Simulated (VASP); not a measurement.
# TiB5 (Pmmm) in VASP: further runs

TiB5 is run at these levels: PBE; tasks: single point.

Program: VASP 6.6.1. These are calculated values, not measurements. Logs are shortened: lines on timing, memory, paths and dates and some standing lists are left out, and cuts for length are marked.

## 1. The cell of the first run

Symmetry: Pmmm, No. 47, orthorhombic system. Conventional cell: a = 3.158 Å, b = 3.650 Å, c = 3.809 Å, α = 90.00°, β = 90.00°, γ = 90.00°. Within 1.9 Å of Ti (site symmetry mmm) lie 4 B at 1.45 Å. B (site symmetry m) has 3 B at 1.14 to 1.19 Å and 1 Ti at 1.45 Å within 1.5 Å. B (site symmetry mmm) has 4 B at 1.14 Å within 1.5 Å.

The cell was generated, and may not be a known phase.

## 2. Single point, PBE

INCAR reads:

```
SYSTEM = TiB5
  PREC = Accurate
  ENCUT = 520
  EDIFF = 1E-7
  ISMEAR = 0
  SIGMA = 0.1
  LREAL = .FALSE.
  LASPH = .TRUE.
  NELM = 100
  ALGO = Normal
  ISIF = 2
  LWAVE = .FALSE.
  LCHARG = .FALSE.
  GGA = PE
  NBANDS = 22
```

KPOINTS reads:

```
regular mesh
0
G
  6 6 4
  0 0 0
```

POSCAR reads:

```
TiB5
1.0
    3.1577746800      0.0000000000      0.0000000000
    0.0000000000      3.6499028800      0.0000000000
    0.0000000000      0.0000000000      3.8089032400
Ti B
1 5
Direct
    0.0000000000      0.0000000000      0.0000000000
    0.1877913600      0.0000000000      0.6525192300
    0.8122086400      0.0000000000      0.6525192300
    0.8122086400      0.0000000000      0.3474807700
    0.1877913600      0.0000000000      0.3474807700
    0.5000000000      0.0000000000      0.5000000000
```

Potentials or basis: VASP PAW PBE potentials, release 64 (Ti_sv, B).

Launch:

```sh
> cat potpaw_PBE.64/Ti_sv/POTCAR potpaw_PBE.64/B/POTCAR > POTCAR
> mpirun -np 1 vasp_std > vasp.out
```

OUTCAR:

```text
SYSTEM = TiB5
   PREC = Accurate
   ENCUT = 520
   EDIFF = 1E-7
   ISMEAR = 0
   LREAL = .FALSE.
   LASPH = .TRUE.
   NELM = 100
   ISIF = 2
   GGA = PE

 ion  position               nearest neighbor table
   1  0.000  0.000  0.000-   2 1.45   3 1.45   4 1.45   5 1.45   6 2.47   6 2.47   6 2.47   6 2.47

   2  0.188  0.000  0.653-   6 1.14   5 1.16   3 1.19   1 1.45   4 1.66   3 1.97
   3  0.812  0.000  0.653-   6 1.14   4 1.16   2 1.19   1 1.45   5 1.66   2 1.97
   4  0.812  0.000  0.347-   6 1.14   3 1.16   5 1.19   1 1.45   2 1.66   5 1.97
   5  0.188  0.000  0.347-   6 1.14   2 1.16   4 1.19   1 1.45   3 1.66   4 1.97
   6  0.500  0.000  0.500-   2 1.14   3 1.14   4 1.14   5 1.14   1 2.47   1 2.47   1 2.47   1 2.47

  LATTYP: Found a simple orthorhombic cell.
 ALAT       =     3.1577746800
 B/A-ratio  =     1.1558465216
 C/A-ratio  =     1.2061985499

  Lattice vectors:

 A1 = (   3.1577746800,   0.0000000000,   0.0000000000)
 A2 = (   0.0000000000,   3.6499028800,   0.0000000000)
 A3 = (   0.0000000000,   0.0000000000,   3.8089032400)

Analysis of symmetry for initial positions (statically):
=====================================================================
 Subroutine PRICEL returns:
 Original cell was already a primitive cell.

 Routine SETGRP: Setting up the symmetry group for a
 simple orthorhombic supercell.

 Subroutine GETGRP returns: Found  8 space group operations
 (whereof  8 operations were pure point group operations)
 out of a pool of  8 trial point group operations.

The static configuration has the point symmetry D_2h.

Analysis of symmetry for dynamics (positions and initial velocities):
=====================================================================
 Subroutine PRICEL returns:
 Original cell was already a primitive cell.

 Routine SETGRP: Setting up the symmetry group for a
 simple orthorhombic supercell.

 Subroutine GETGRP returns: Found  8 space group operations
 (whereof  8 operations were pure point group operations)
 out of a pool of  8 trial point group operations.

The dynamic configuration has the point symmetry D_2h.

 Subroutine INISYM returns: Found  8 space group operations
 (whereof  8 operations are pure point group operations),
 and found     1 'primitive' translations

----------------------------------------------------------------------------------------

                                     Primitive cell

[... 95 lines left out ...]
   LASPH  =      T    aspherical Exc in radial PAW
   ENCUT  =  520.0 eV  38.22 Ry    6.18 a.u.   5.87  6.79  7.08*2*pi/ulx,y,z
   NELM   =    100;   NELMIN=  2; NELMDL= -5     # of ELM steps
   EDIFF  = 0.1E-06   stopping-criterion for ELM
   LREAL  =      F    real-space projection
   EDIFFG = 0.1E-05   stopping-criterion for IOM
   NSW    =      0    number of steps for IOM
   IBRION =     -1    ionic relax: 0-MD 1-quasi-New 2-CG
   NFREE  =      0    steps in history (QN), initial steepest desc. (CG)
   ISIF   =      2    stress and relaxation
   ISYM   =      2    0-nonsym 1-usesym 2-fastsym
   POTIM  = 0.5000    time-step for ionic-motion
   TEBEG  =    0.0;   TEEND  =   0.0 temperature during run
   PSTRESS=    0.0 pullay stress
   NELECT =      27.0000    total number of electrons
   NUPDOWN=      -1.0000    fix difference up-down
   EMIN   =  10.00;   EMAX   =-10.00  energy-range for DOS
   EFERMI =   0.00;   METHOD = LEGACY
   ISMEAR =     0;   SIGMA  =   0.10  broadening in eV -4-tet -1-fermi 0-gaus
   EFERMI_NEDOS =   21; number of points for ismear=-14 and -15
   IALGO  =     38    algorithm
   IMIX   =      4    mixing-type and parameters
     AMIX     =   0.40;   BMIX     =  1.00
     AMIX_MAG =   1.60;   BMIX_MAG =  1.00
  volume/ion in A,a.u.               =       7.32        49.38
  Fermi-wavevector in a.u.,A,eV,Ry     =   1.392222  2.630919 26.371945  1.938283
  Thomas-Fermi vector in A             =   2.515986
   LORBIT       =      0    0 simple, 1 ext, 2 COOP (PROOUT), +10 PAW based schemes
   GGA     = PE    functional components
   LHFCALC =     F    Hartree Fock is set to
   AEXX    =    0.0000 exact exchange contribution
   IVDW    =     0    specifies the selected vdW correction
   LEPSILON=     F    determine dielectric tensor
   LRPA    =     F    only Hartree local field effects (RPA)
 non-spin polarized calculation
 Gauss-broadening in eV      SIGMA  =   0.10
  energy-cutoff  :      520.00
  volume of cell :       43.90
 maximum number of plane-waves:      1204
 NGX is ok and might be reduce to    24
   NGX = 11   NGY = 13   NGZ = 15

 number of electron      27.0000004 magnetization

 Free energy of the ion-electron system (eV)
  ---------------------------------------------------
  ext. energy  EPLUGINS =         0.00000000
  ---------------------------------------------------
  free energy    TOTEN  =        18.59211780 eV

  energy without entropy =       18.60887606  energy(sigma->0) =       18.60049693

 E-fermi :   7.7160     XC(G=0): -11.1095

 val. band max:        7.6840260109   @ k =   0.0000   0.3333   0.0000
 cond. band min:       7.7202618327   @ k =   0.1667   0.1667   0.2500
 fundamental gap:      0.0362358218
 Fermi energy:         7.7159734030

 k-point     1 :       0.0000    0.0000    0.0000
  band No.  band energies     occupation
      1     -48.9888      2.00000
      2     -28.4072      2.00000
      3     -25.1883      2.00000
      4     -24.2201      2.00000
      5     -10.8637      2.00000
      6      -5.6918      2.00000
[... 589 lines left out ...]
     21      16.2373      0.00000
     22      16.4746      0.00000

 [... further k-points ...]
[... 5 lines left out ...]
  --------------------------------------------------------------------------------------
  -------------------------------------------------------------------------------------
  Total      162.9321413     -2.3118128    165.7999307      0.0000000      0.0000000      0.0000000
  in kB     5946.4115151    -84.3724901   6051.0750634      0.0000000      0.0000000      0.0000000
  external PRESSURE =    3971.0380295 kB  Pullay stress =       0.0000000 kB

 VOLUME and BASIS-vectors are now :
 -----------------------------------------------------------------------------
  energy-cutoff  :      520.00
  volume of cell :       43.90
      direct lattice vectors                 reciprocal lattice vectors
     3.157774680  0.000000000  0.000000000     0.316678706  0.000000000  0.000000000
     0.000000000  3.649902880  0.000000000     0.000000000  0.273979893  0.000000000
     0.000000000  0.000000000  3.808903240     0.000000000  0.000000000  0.262542768

 POSITION                                       TOTAL-FORCE (eV/Angst)
 -----------------------------------------------------------------------------------
      0.00000      0.00000      0.00000         0.000000     -0.000000      0.000000
      0.59300      0.00000      2.48538         7.036080     -0.000000     21.346973
      2.56477      0.00000      2.48538        -7.036080     -0.000000     21.346973
      2.56477      0.00000      1.32352        -7.036080      0.000000    -21.346973
      0.59300      0.00000      1.32352         7.036080      0.000000    -21.346973
      1.57889      0.00000      1.90445         0.000000     -0.000000      0.000000
 -----------------------------------------------------------------------------------
    total drift:                               -0.000000     -0.000000     -0.000000

  FREE ENERGIE OF THE ION-ELECTRON SYSTEM (eV)
  ---------------------------------------------------
  free  energy   TOTEN  =        18.5921177983 eV

  energy  without entropy=       18.6088760628  energy(sigma->0) =       18.60049693
```

Run time: 34 s. Hardware: 1 thread of Intel Xeon Platinum 8488C (Sapphire Rapids), shared host; peak memory 0.17 GiB.

What came out:

```
Free energy            : 18.5921 eV
Pressure               : 397.1 GPa
Largest force          : 22.477 eV/Å
Band gap on the k mesh : zero (an odd number of electrons rules out a gap without spin polarisation)
```

Forces in eV/Å, atoms in the order of the input:
```
Ti    0.000   0.000   0.000
B     7.036   0.000  21.347
B    -7.036   0.000  21.347
B    -7.036   0.000 -21.347
B     7.036   0.000 -21.347
B     0.000   0.000   0.000
```

Stress tensor (GPa, compression positive):
```
594.64   0.00   0.00
  0.00  -8.44   0.00
  0.00   0.00 605.11
```

Levels at points of the mesh, in eV from the Fermi level:
```tsv
k point	band 10	band 11	band 12	band 13	band 14	band 15	band 16	band 17
(0.00, 0.00, 0.00)	-6.75	-4.47	-4.25	-1.74	-0.12	-0.05	0.36	6.06
(0.50, 0.00, 0.00)	-6.47	-3.88	-2.57	-1.13	-0.51	0.19	0.27	2.07
(0.00, 0.50, 0.00)	-6.53	-5.07	-4.22	-0.71	0.31	0.41	2.52	2.97
(0.50, 0.50, 0.00)	-7.54	-4.35	-2.33	-0.56	0.29	0.55	1.33	3.19
(0.00, 0.00, 0.50)	-8.76	-4.45	-1.02	0.33	0.65	1.19	1.41	2.43
(0.50, 0.00, 0.50)	-7.87	-5.80	-5.70	-0.71	-0.34	1.57	2.47	2.83
(0.00, 0.50, 0.50)	-8.71	-4.41	-2.15	0.73	0.98	1.90	2.05	2.11
(0.50, 0.50, 0.50)	-7.87	-6.73	-5.67	-2.10	0.68	1.61	3.19	3.87
```

Caveat: the k points lie up to 0.41 Å⁻¹ apart, too coarse for converged energies and pressures of a metal; atoms lie so close that the PAW spheres overlap strongly, which falsifies energies and pressures; forces of over 1 eV/Å act on the atoms, so gaps and moduli don't describe the material at rest.

[end of part 1 of 2]

The gap in the log of VASP goes by the Fermi energy; the results here count the filled bands.